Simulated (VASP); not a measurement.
# BaTiO3 (P4mm) in VASP: further runs

The runs below take BaTiO3 through single point, with r2SCAN, revPBE+D4, PBE+D3(BJ).

Everything below comes from runs of VASP 6.6.1. Logs are shortened: lines on timing, memory, paths and dates and some standing lists are left out, and cuts for length are marked.

## (1) The cell of the first run

Symmetry: P4mm, No. 99, tetragonal system. Conventional cell: a = 3.972 Å, b = 3.972 Å, c = 4.113 Å, α = 90.00°, β = 90.00°, γ = 90.00°. Ba (site symmetry 4mm) has 12 O at 2.79 to 2.92 Å and 8 Ti at 3.44 to 3.53 Å within 3.7 Å. Within 2.4 Å of Ti (site symmetry 4mm) lie 6 O at 1.82 to 2.29 Å. O (site symmetry 2mm) has 2 Ti at 1.99 Å within 2.6 Å. Within 2.4 Å of O (site symmetry 4mm) lie 2 Ti at 1.82 to 2.29 Å.

## (2) Single point, r2SCAN

POSCAR

```
BaTiO3
1.0
    3.9722228312      0.0000000000      0.0000000000
    0.0000000000      3.9722228312      0.0000000000
    0.0000000000      0.0000000000      4.1128061931
Ba Ti O
1 1 3
Direct
    0.0000000000      0.0000000000     -0.0044097784
    0.5000000000      0.5000000000      0.4774872140
    0.0000000000      0.5000000000      0.5176589114
    0.5000000000      0.0000000000      0.5176589114
    0.5000000000      0.5000000000      0.0346047416
```

INCAR.step1

```
ALGO     = Normal         # electronic algorithm
EDIFF    = 1E-4           # SCF threshold, eV
ENCUT    = 520            # plane-wave cutoff, eV
GGA      = PE             # functional
ISMEAR   = -1             # smearing method
LASPH    = T              # aspherical terms in the spheres
LCHARG   = F              # write CHGCAR
LREAL    = F              # projectors in reciprocal space
LWAVE    = T              # write WAVECAR
NBANDS   = 28             # bands
NELM     = 80             # most SCF steps
PREC     = Accurate       # precision mode
SIGMA    = 0.05           # smearing width, eV
```

INCAR.step2

```
ALGO     = Normal         # electronic algorithm
EDIFF    = 1E-6           # SCF threshold, eV
ENCUT    = 520            # plane-wave cutoff, eV
ISIF     = 2              # what is computed and relaxed
ISMEAR   = -1             # smearing method
ISTART   = 1            
LASPH    = T              # aspherical terms in the spheres
LCHARG   = F              # write CHGCAR
LMIXTAU  = T            
LREAL    = F              # projectors in reciprocal space
LWAVE    = F              # write WAVECAR
METAGGA  = R2SCAN         # meta-GGA
NBANDS   = 28             # bands
NELM     = 80             # most SCF steps
PREC     = Accurate       # precision mode
SIGMA    = 0.05           # smearing width, eV
```

KPOINTS

```
k-points
0
Gamma
  7 7 7
```

Potentials or basis: VASP PAW PBE potentials, release 64 (Ba_sv, Ti_sv, O).

Launch:

```
cat potpaw_PBE.64/Ba_sv/POTCAR potpaw_PBE.64/Ti_sv/POTCAR potpaw_PBE.64/O/POTCAR > POTCAR
cp INCAR.step1 INCAR
mpirun -np 1 vasp_std > vasp.out
cp INCAR.step2 INCAR
mpirun -np 1 vasp_std > vasp.out
```

OUTCAR:

```text
EDIFF = 1E-6
   ENCUT = 520
   ISIF = 2
   ISMEAR = -1
   ISTART = 1
   LASPH = T
   LREAL = F
   METAGGA = R2SCAN
   NELM = 80
   PREC = Accurate

 ion  position               nearest neighbor table
   1  0.000  0.000  0.996-   3 2.79   4 2.79   3 2.79   4 2.79   5 2.81   5 2.81   5 2.81   5 2.81
                             4 2.92   3 2.92   4 2.92   3 2.92   2 3.44   2 3.44   2 3.44   2 3.44
   2  0.500  0.500  0.477-   5 1.82   4 1.99   3 1.99   4 1.99   3 1.99   5 2.29   1 3.44   1 3.44
                             1 3.44   1 3.44   1 3.53   1 3.53   1 3.53   1 3.53
   3  0.000  0.500  0.518-   2 1.99   2 1.99   1 2.79   1 2.79   1 2.92   1 2.92
   4  0.500  0.000  0.518-   2 1.99   2 1.99   1 2.79   1 2.79   1 2.92   1 2.92
   5  0.500  0.500  0.035-   2 1.82   2 2.29   1 2.81   1 2.81   1 2.81   1 2.81

  LATTYP: Found a simple tetragonal cell.
 ALAT       =     3.9722228312
 C/A-ratio  =     1.0353916102

  Lattice vectors:

 A1 = (   3.9722228312,   0.0000000000,   0.0000000000)
 A2 = (   0.0000000000,   3.9722228312,   0.0000000000)
 A3 = (   0.0000000000,   0.0000000000,   4.1128061931)

Analysis of symmetry for initial positions (statically):
=====================================================================
 Subroutine PRICEL returns:
 Original cell was already a primitive cell.

 Routine SETGRP: Setting up the symmetry group for a
 simple tetragonal supercell.

 Subroutine GETGRP returns: Found  8 space group operations
 (whereof  8 operations were pure point group operations)
 out of a pool of 16 trial point group operations.

The static configuration has the point symmetry C_4v.

Analysis of symmetry for dynamics (positions and initial velocities):
=====================================================================
 Subroutine PRICEL returns:
 Original cell was already a primitive cell.

 Routine SETGRP: Setting up the symmetry group for a
 simple tetragonal supercell.

 Subroutine GETGRP returns: Found  8 space group operations
 (whereof  8 operations were pure point group operations)
 out of a pool of 16 trial point group operations.

The dynamic configuration has the point symmetry C_4v.

 Subroutine INISYM returns: Found  8 space group operations
 (whereof  8 operations are pure point group operations),
 and found     1 'primitive' translations

----------------------------------------------------------------------------------------

                                     Primitive cell

  volume of cell :      64.8941

[... 90 lines left out ...]
   LSORBIT =      F    spin-orbit coupling
   LASPH  =      T    aspherical Exc in radial PAW
   ENCUT  =  520.0 eV  38.22 Ry    6.18 a.u.   7.39  7.39  7.65*2*pi/ulx,y,z
   NELM   =     80;   NELMIN=  2; NELMDL=  0     # of ELM steps
   EDIFF  = 0.1E-05   stopping-criterion for ELM
   LREAL  =      F    real-space projection
   EDIFFG = 0.1E-04   stopping-criterion for IOM
   NSW    =      0    number of steps for IOM
   IBRION =     -1    ionic relax: 0-MD 1-quasi-New 2-CG
   NFREE  =      0    steps in history (QN), initial steepest desc. (CG)
   ISIF   =      2    stress and relaxation
   ISYM   =      2    0-nonsym 1-usesym 2-fastsym
   POTIM  = 0.5000    time-step for ionic-motion
   TEBEG  =    0.0;   TEEND  =   0.0 temperature during run
   PSTRESS=    0.0 pullay stress
   NELECT =      40.0000    total number of electrons
   NUPDOWN=      -1.0000    fix difference up-down
   EMIN   =  10.00;   EMAX   =-10.00  energy-range for DOS
   EFERMI =   0.00;   METHOD = LEGACY
   ISMEAR =    -1;   SIGMA  =   0.05  broadening in eV -4-tet -1-fermi 0-gaus
   EFERMI_NEDOS =   21; number of points for ismear=-14 and -15
   IALGO  =     38    algorithm
   IMIX   =      4    mixing-type and parameters
     AMIX     =   0.40;   BMIX     =  1.00
     AMIX_MAG =   1.60;   BMIX_MAG =  1.00
  volume/ion in A,a.u.               =      12.98        87.59
  Fermi-wavevector in a.u.,A,eV,Ry     =   1.393241  2.632844 26.410559  1.941121
  Thomas-Fermi vector in A             =   2.516906
   LORBIT       =      0    0 simple, 1 ext, 2 COOP (PROOUT), +10 PAW based schemes
   METAGGA = R2SCAN    functional components
   LHFCALC =     F    Hartree Fock is set to
   AEXX    =    0.0000 exact exchange contribution
   IVDW    =     0    specifies the selected vdW correction
   LEPSILON=     F    determine dielectric tensor
   LRPA    =     F    only Hartree local field effects (RPA)
 non-spin polarized calculation
  energy-cutoff  :      520.00
  volume of cell :       64.89
 maximum number of plane-waves:      1779
 NGX is ok and might be reduce to    30
   NGX = 15   NGY = 15   NGZ = 15

 number of electron      39.9999984 magnetization

 Free energy of the ion-electron system (eV)
  ---------------------------------------------------
  ext. energy  EPLUGINS =         0.00000000
  ---------------------------------------------------
  free energy    TOTEN  =       -74.25938223 eV

  energy without entropy =      -74.25938223  energy(sigma->0) =      -74.25938223

 E-fermi :   4.5539     XC(G=0): -11.8326

 val. band max:        3.4873448036   @ k =   0.4286   0.4286   0.4286
 cond. band min:       5.8093001620   @ k =   0.0000   0.0000   0.0000
 fundamental gap:      2.3219553584
 Fermi energy:         4.5539124706

 k-point     1 :       0.0000    0.0000    0.0000
  band No.  band energies     occupation
      1     -55.2038      2.00000
      2     -30.4721      2.00000
      3     -30.3580      2.00000
      4     -30.3580      2.00000
      5     -22.1102      2.00000
      6     -14.3952      2.00000
[... 733 lines left out ...]
     27      12.4196      0.00000
     28      12.9458      0.00000

 [... further k-points ...]
[... 5 lines left out ...]
  --------------------------------------------------------------------------------------
  -------------------------------------------------------------------------------------
  Total        0.7573074      0.7573074      0.8242596      0.0000000      0.0000000      0.0000000
  in kB       18.6972332     18.6972332     20.3502211      0.0000000      0.0000000      0.0000000
  external PRESSURE =      19.2482292 kB  Pullay stress =       0.0000000 kB

 VOLUME and BASIS-vectors are now :
 -----------------------------------------------------------------------------
  energy-cutoff  :      520.00
  volume of cell :       64.89
      direct lattice vectors                 reciprocal lattice vectors
     3.972222831  0.000000000  0.000000000     0.251748213  0.000000000  0.000000000
     0.000000000  3.972222831  0.000000000     0.000000000  0.251748213  0.000000000
     0.000000000  0.000000000  4.112806193     0.000000000  0.000000000  0.243142991

 POSITION                                       TOTAL-FORCE (eV/Angst)
 -----------------------------------------------------------------------------------
      0.00000      0.00000      4.09467         0.000000      0.000000      0.029724
      1.98611      1.98611      1.96381         0.000000     -0.000000      0.165406
      0.00000      1.98611      2.12903        -0.000000      0.000000     -0.018182
      1.98611      0.00000      2.12903         0.000000      0.000000     -0.018182
      1.98611      1.98611      0.14232         0.000000     -0.000000     -0.158766
 -----------------------------------------------------------------------------------
    total drift:                                0.000000      0.000000     -0.003897

  FREE ENERGIE OF THE ION-ELECTRON SYSTEM (eV)
  ---------------------------------------------------
  free  energy   TOTEN  =       -74.2593822262 eV

  energy  without entropy=      -74.2593822261  energy(sigma->0) =      -74.25938223
```

Run time: 3.4 min. Hardware: 1 thread of Intel Xeon Platinum 8488C (Sapphire Rapids), shared host; peak memory 0.22 GiB.

Results:

```yaml
Free_energy: -74.2594 eV
Pressure: 1.9 GPa
Largest_force: 0.165 eV/Å
Band_gap_on_the_k_mesh: 2.32 eV, indirect (least direct gap 2.71 eV)
```

Forces on the atoms (eV/Å):
```
Ba   0.000  0.000  0.030
Ti   0.000  0.000  0.165
O    0.000  0.000 -0.018
O    0.000  0.000 -0.018
O    0.000  0.000 -0.159
```

Stress tensor (GPa, compression positive):
```
1.87 0.00 0.00
0.00 1.87 0.00
0.00 0.00 2.04
```

Caveat: the PAW data sets were made with another functional, which shifts forces and pressure a little; spin-orbit coupling is left out, which moves the levels of the heavy elements. r2SCAN opens gaps a little over a GGA but as a rule still falls short of measured ones.

## (3) Single point, revPBE+D4

This run uses another cell than the first one, of 13.10 Å³/atom, 1.010 times its volume.

INCAR

```
PREC = Accurate ; ENCUT = 520
EDIFF = 1E-6 ; ISMEAR = -1
SIGMA = 0.05 ; LREAL = F
LASPH = T ; NELM = 60
ALGO = Normal ; ISIF = 2
LWAVE = F ; LCHARG = F
GGA = RE ; IVDW = 13
NBANDS = 28
```

KPOINTS

```
Automatic mesh
0
Gamma
  7 7 7
```

POSCAR

```
BaTiO3
1.0
    3.9736885800      0.0000000000      0.0000000000
    0.0000000000      3.9736885800      0.0000000000
    0.0000000000      0.0000000000      4.1495773695
Ba Ti O
1 1 3
Direct
    0.0000000000      0.0000000000     -0.0084530425
    0.5000000000      0.5000000000      0.4748509516
    0.0000000000      0.5000000000      0.5199023233
    0.5000000000      0.0000000000      0.5199023233
    0.5000000000      0.5000000000      0.0367974442
```

Potentials or basis: VASP PAW PBE potentials, release 64 (Ba_sv, Ti_sv, O).

Launch:

```
cat potpaw_PBE.64/Ba_sv/POTCAR potpaw_PBE.64/Ti_sv/POTCAR potpaw_PBE.64/O/POTCAR > POTCAR
mpirun -np 1 vasp_std > vasp.out
```

OUTCAR:

```text
PREC = Accurate
   ENCUT = 520
   EDIFF = 1E-6
   ISMEAR = -1
   LREAL = F
   LASPH = T
   NELM = 60
   ISIF = 2
   GGA = RE
   IVDW = 13

 ion  position               nearest neighbor table
   1  0.000  0.000  0.992-   3 2.79   4 2.79   3 2.79   4 2.79   5 2.82   5 2.82   5 2.82   5 2.82
                             4 2.96   3 2.96   4 2.96   3 2.96   2 3.45   2 3.45   2 3.45   2 3.45
   2  0.500  0.500  0.475-   5 1.82   4 2.00   3 2.00   4 2.00   3 2.00   5 2.33   1 3.45   1 3.45
                             1 3.45   1 3.45   1 3.53   1 3.53   1 3.53   1 3.53
[... 956 lines left out ...]
  -------------------------------------------------------------------------------------
  Total       0.67444     0.67444     0.67739     0.00000     0.00000     0.00000
  in kB      16.49168    16.49168    16.56384     0.00000     0.00000     0.00000
  external pressure =       16.52 kB  Pullay stress =        0.00 kB

 VOLUME and BASIS-vectors are now :
 -----------------------------------------------------------------------------
  energy-cutoff  :      520.00
  volume of cell :       65.52
      direct lattice vectors                 reciprocal lattice vectors
     3.973688580  0.000000000  0.000000000     0.251655352  0.000000000  0.000000000
     0.000000000  3.973688580  0.000000000     0.000000000  0.251655352  0.000000000
     0.000000000  0.000000000  4.149577370     0.000000000  0.000000000  0.240988397

 POSITION                                       TOTAL-FORCE (eV/Angst)
 -----------------------------------------------------------------------------------
      0.00000      0.00000      4.11450         0.000000     -0.000000      0.045594
      1.98684      1.98684      1.97043         0.000000      0.000000      0.058817
      0.00000      1.98684      2.15737        -0.000000     -0.000000     -0.026545
      1.98684      0.00000      2.15737         0.000000     -0.000000     -0.026545
      1.98684      1.98684      0.15269         0.000000     -0.000000     -0.051321
 -----------------------------------------------------------------------------------
    total drift:                                0.000000      0.000000     -0.000316

  FREE ENERGIE OF THE ION-ELECTRON SYSTEM (eV)
  ---------------------------------------------------
  free  energy   TOTEN  =       -40.0912499886 eV

  energy  without entropy=      -40.0912499882  energy(sigma->0) =      -40.09124999
```

stdout:

```text
POSCAR found type information on POSCAR BaTiO
 POSCAR found :  3 types and       5 ions
 scaLAPACK will be used
 -----------------------------------------------------------------------------
|                                                                             |
|                                                                             |
|     You enforced a specific xc type in the INCAR file but a different       |
|     I HOPE YOU KNOW WHAT YOU ARE DOING!                                     |
|                                                                             |
 -----------------------------------------------------------------------------

 LDA part: xc-table for (Slater+PW92), standard interpolation
 POSCAR, INCAR and KPOINTS ok, starting setup
 FFT: planning ... GRIDC
 FFT: planning ... GRID_SOFT
 FFT: planning ... GRID
 WAVECAR not read
 entering main loop
```

Run time: 76 s. Hardware: 1 thread of Intel Xeon 6975P-C, shared host; peak memory 0.22 GiB.

What came out:

* Free energy: -40.0912 eV
* Pressure: 1.7 GPa
* Largest force: 0.059 eV/Å
* Band gap on the k mesh: 1.94 eV, indirect (least direct gap 2.36 eV)
* Dispersion energy per atom: -0.372 eV

Forces in eV/Å, atoms in the order of the input:
```
Ba   0.000  0.000  0.046
Ti   0.000  0.000  0.059
O    0.000  0.000 -0.027
O    0.000  0.000 -0.027
O    0.000  0.000 -0.051
```

Caveat: the PAW data sets were made with another functional, which shifts forces and pressure a little; spin-orbit coupling is left out, which moves the levels of the heavy elements.

## (4) Single point, PBE+D3(BJ)

This run uses another cell than the first one, of 12.92 Å³/atom, 0.996 times its volume.

INCAR

```
SYSTEM = BaTiO3
PREC = Accurate
ENCUT = 520
EDIFF = 1E-6
ISMEAR = -1
SIGMA = 0.05
LREAL = .False.
LASPH = .True.
NELM = 60
ALGO = Normal
ISIF = 2
LWAVE = .False.
LCHARG = .True.
GGA = PE
IVDW = 12
LELF = .True.
LVHAR = .True.
NBANDS = 28
```

KPOINTS

```
regular mesh
0
Gamma
  7 7 7
  0 0 0
```

POSCAR

```
BaTiO3
1.0
    3.9736625888      0.0000000000      0.0000000000
    0.0000000000      3.9736625888      0.0000000000
    0.0000000000      0.0000000000      4.0920932500
Ba Ti O
1 1 3
Direct
    0.0000000000      0.0000000000     -0.0038061282
    0.5000000000      0.5000000000      0.4793941725
    0.0000000000      0.5000000000      0.5180500414
    0.5000000000      0.0000000000      0.5180500414
    0.5000000000      0.5000000000      0.0313118728
```

Launch:

```
cat potpaw_PBE.64/Ba_sv/POTCAR potpaw_PBE.64/Ti_sv/POTCAR potpaw_PBE.64/O/POTCAR > POTCAR
mpirun -np 1 vasp_std > vasp.out
```

It took 67 s on 1 thread of Intel Xeon Platinum 8488C (Sapphire Rapids), shared host; peak memory 0.23 GiB.

It converged, with:

```yaml
Free_energy: -41.3165 eV
Pressure: 1.8 GPa
Largest_force: 0.067 eV/Å
Band_gap_on_the_k_mesh: 1.92 eV, indirect (least direct gap 2.27 eV)
Dispersion_energy_per_atom: -0.263 eV
```

Forces in eV/Å, atoms in the order of the input:
```
Ba   0.000  0.000  0.037
Ti   0.000  0.000  0.066
O    0.000  0.000 -0.018
O    0.000  0.000 -0.018
O    0.000  0.000 -0.067
```

Levels at points of the mesh, in eV from the valence-band top:
```
           k point  band 16  band 17  band 18  band 19  band 20  band 21  band 22  band 23  band 24  band 25
(0.00, 0.00, 0.00)    -1.40    -1.15    -0.52    -0.35    -0.35     1.92     2.37     2.37     4.19     4.34
```

Caveat: spin-orbit coupling is left out, which moves the levels of the heavy elements.

## (5) The runs side by side

| level | cell | gap on the mesh (eV) | pressure (GPa) | largest force (eV/Å) |
| --- | --- | --- | --- | --- |
| r2SCAN | a = 3.972, b = 3.972, c = 4.113 Å, 5 atoms | 2.32 | 1.9 | 0.17 |
| revPBE+D4 | a = 3.974, b = 3.974, c = 4.150 Å, 5 atoms | 1.94 | 1.7 | 0.06 |
| PBE+D3(BJ) | a = 3.974, b = 3.974, c = 4.092 Å, 5 atoms | 1.92 | 1.8 | 0.07 |

Alike in all rows: task single point; potentials or basis VASP PAW PBE potentials, release 64 (Ba_sv, Ti_sv, O); no spin polarisation; k mesh 7 × 7 × 7; cutoff (eV) 520; smearing fermi-dirac 0.05 eV.

Caveats: spin-orbit coupling is left out, which moves the levels of the heavy elements; the PAW data sets were made with another functional, which shifts forces and pressure a little (some runs).

Absolute energies hang on the potentials; compare differences alone.
